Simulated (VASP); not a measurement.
Here is a VASP 6.6.1 calculation.

Contents of INCAR:

```
  ALGO = Normal
  EDIFF = 1E-7
  ENCUT = 520
  GGA = PS
  GGA_COMPAT = F
  ISIF = 2
  ISMEAR = 0
  LASPH = T
  LCHARG = F
  LMAXMIX = 4
  LNONCOLLINEAR = T
  LORBIT = 11
  LORBMOM = T
  LREAL = F
  LSORBIT = T
  LWAVE = F
  MAGMOM = 0 0 0 0 0 0
  NBANDS = 30
  NELM = 150
  PREC = Accurate
  SIGMA = 0.01
```

Contents of KPOINTS:

```
k-points
0
Gamma
  8 8 8
```

Contents of POSCAR:

```
AgCl
1.0
    2.7595859441      2.7595859441      0.0000000000
   -2.7595859441      2.7595859441      0.0000000000
    0.0000000000      2.7595859441      2.7595859441
Ag Cl
1 1
Direct
    0.0000000000      0.0000000000      0.0000000000
    0.5000000000      0.5000000000      0.0000000000
```

Potentials or basis: VASP PAW PBE potentials, release 64 (Ag, Cl).

The run is started by

```console
$ cat potpaw_PBE.64/Ag/POTCAR potpaw_PBE.64/Cl/POTCAR > POTCAR
$ mpirun -np 1 vasp_ncl > vasp.out
```

Question: Predict the pressure.

Answer: -2.1 GPa.

Question: What does it give for the net moment?

Answer: 0.00 μB per cell.

Moments on the atoms (μB; x, y, z):
```
Ag  0.00 0.00 0.00
Cl  0.00 0.00 0.00
```

Caveat: the PAW data sets were made with another functional, which shifts forces and pressure a little.
